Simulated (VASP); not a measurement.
Here is a VASP 6.6.1 calculation.

INCAR

```
SYSTEM = Pt
PREC = Accurate ; ENCUT = 600
EDIFF = 1E-6 ; ISMEAR = -1
SIGMA = 0.05 ; LREAL = .FALSE.
LASPH = .TRUE. ; NELM = 100
ALGO = Normal ; ISIF = 3
LWAVE = .FALSE. ; LCHARG = .FALSE.
GGA = PS ; IBRION = 2
NSW = 60 ; EDIFFG = -0.01
```

KPOINTS

```
Automatic mesh
0
G
  12 12 12
  0 0 0
```

Contents of POSCAR:

```
Pt
1.0
   -1.5842200000      1.5842200000      1.5842200000
    1.5842200000     -1.5842200000      1.5842200000
    1.5842200000      1.5842200000     -1.5842200000
Pt
1
Direct
    0.0000000000      0.0000000000      0.0000000000
```

Potentials or basis: VASP PAW PBE potentials, release 64 (Pt).

Command:

```bash
$ cat potpaw_PBE.64/Pt/POTCAR > POTCAR
$ mpirun -np 1 vasp_std > vasp.out
```

Question: Predict the relaxed cell.

Answer: a = 2.702 Å, b = 2.702 Å, c = 2.702 Å, α = 109.47°, β = 109.47°, γ = 109.47°.

Question: Predict the relaxed volume.

Answer: 15.18 Å³/atom.

Question: Estimate the band gap on the k mesh.

Answer: Zero (bands 5 and 6 overlap by 2.32 eV).

Final structure:
```cif
data_structure
_symmetry_space_group_name_H-M 'P 1'
_symmetry_Int_Tables_number 1
_cell_length_a 2.7017
_cell_length_b 2.7017
_cell_length_c 2.7017
_cell_angle_alpha 109.471
_cell_angle_beta 109.471
_cell_angle_gamma 109.471
_cell_volume 15.18
loop_
_atom_site_label
_atom_site_type_symbol
_atom_site_fract_x
_atom_site_fract_y
_atom_site_fract_z
_atom_site_occupancy
Pt1 Pt 0.00000 0.00000 0.00000 1
```

Caveat: the PAW data sets were made with another functional, which shifts forces and pressure a little; spin-orbit coupling is left out, which moves the levels of the heavy elements.
